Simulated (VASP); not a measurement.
A run of VASP 6.6.1:

INCAR

```
ALGO = Normal ; EDIFF = 1E-6
ENCUT = 520 ; GGA = PE
GGA_COMPAT = False ; ISIF = 2
ISMEAR = -1 ; IVDW = 12
LASPH = True ; LCHARG = True
LELF = True ; LREAL = Auto
LVHAR = True ; LWAVE = False
NBANDS = 66 ; NELM = 120
PREC = Accurate ; SIGMA = 0.05
```

The input KPOINTS:

```
k-points
0
Gamma
  1 1 1
```

The input POSCAR:

```
H4CO
1.0
    6.8512850000      0.0000000000      0.0000000000
    0.0000000000      6.8512850000      0.0000000000
    0.0000000000      0.0000000000      6.8512850000
C O H
6 6 24
Direct
    0.1246627457      0.6648533815      0.7665715264
    0.6983945347      0.4088138211      0.5179612292
    0.2404366480      0.5608874832      0.3038554081
    0.5456786574      0.3374403488      1.0320399750
    0.9861653690      0.1529056228      0.2573239910
    0.5935091008      0.9396485477      0.6456890934
   -0.0573031190      0.6365375254      0.8653267234
    0.7802186013      0.3409141497      0.6928919174
    0.0900852906      0.6935195368      0.2488730216
    0.3681061290      0.2573531827      0.9478076011
    1.1723640164      0.0533330609      0.2437644909
    0.7470277473      0.9554995888      0.7872099905
    0.1953356195      0.5239892954      0.7454951881
   -0.1291582528      0.7539169659      0.8331137881
    0.0857357415      0.7249880862      0.6134031791
    0.2132008813      0.7805543048      0.8338727699
    0.6536146139      0.2776851350      0.4346046034
    0.8377844448      0.4428512316      0.7719719731
    0.5592673491      0.4953669275      0.5385413101
    0.7970329653      0.5005484373      0.4333493644
    0.1958172810      0.4730791377      0.4422965911
    0.0399341145      0.6740049494      0.1035718117
    0.2711462156      0.4591401467      0.1801997727
    0.3712004390      0.6390917908      0.3490148198
    0.5247190855      0.3567651908      1.1918056248
    0.3081173824      0.1685377269      1.0494527669
    0.6762235114      0.2347150936      1.0118393849
    0.5713088859      0.4840259893      0.9606227153
    0.9881941855      0.2889822858      0.1699535197
    1.1513314656     -0.0918367868      0.2438812573
    0.8589045705      0.0581350798      0.2156967635
    0.9703873069      0.1878625688      0.4151629950
    0.6503889416      0.9814655207      0.4975562978
    0.7978065429      1.1001731792      0.7814446487
    0.5653246070      0.7824225674      0.6434267440
    0.4603661941      1.0207866116      0.6837695410
```

Potentials or basis: VASP PAW PBE potentials, release 64 (C, O, H).

The run is started by

```console
$ cat potpaw_PBE.64/C/POTCAR potpaw_PBE.64/O/POTCAR potpaw_PBE.64/H/POTCAR > POTCAR
$ mpirun -np 1 vasp_gam > vasp.out
```

Hardware: 1 thread of Intel Xeon 8259CL, with other jobs on the host.

Estimate the wall time of this run.

Wall time 120 s on 1 thread of Intel Xeon 8259CL (shared host), peak memory 0.36 GiB. Counts: scf iterations 16, k points 1.
